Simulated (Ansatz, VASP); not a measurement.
## One calculation of InP, two programs

```xyz
2
Lattice="0.0000 2.9800 2.9800 2.9800 0.0000 2.9800 2.9800 2.9800 0.0000" Properties=species:S:1:pos:R:3 pbc="T T T"
In    0.0000    0.0000    0.0000
P     1.4900    1.4900    1.4900
```

Alike in both runs: functional PBE; k mesh 8 × 8 × 8; occupations gaussian, width 0.02 eV; no spin polarisation.

Ansatz relaxed the structure, and its values are those at the end. VASP's run is a single point on that final structure, the one shown.

|  | VASP | Ansatz |
| --- | --- | --- |
| version | VASP 6.6.1 | Ansatz 0.2.0 |
| potentials or method | VASP PAW PBE potentials, release 64 (In_d, P), cutoff 500 eV | scalar-relativistic, plane waves, PAW |
| valence electrons in the cell | 18 | 18 |

Ansatz gave:

| Item | Value |
| --- | --- |
| gap on the k mesh at the Fermi level (eV) | 0.44 |
| least direct gap on the mesh (eV) | 0.44 |
| pressure (GPa) | 0.0 |

Task: What did VASP give for the same quantities?

Result: gap on the k mesh at the Fermi level (eV): 0.44; least direct gap on the mesh (eV): 0.44; pressure (GPa): -0.1.
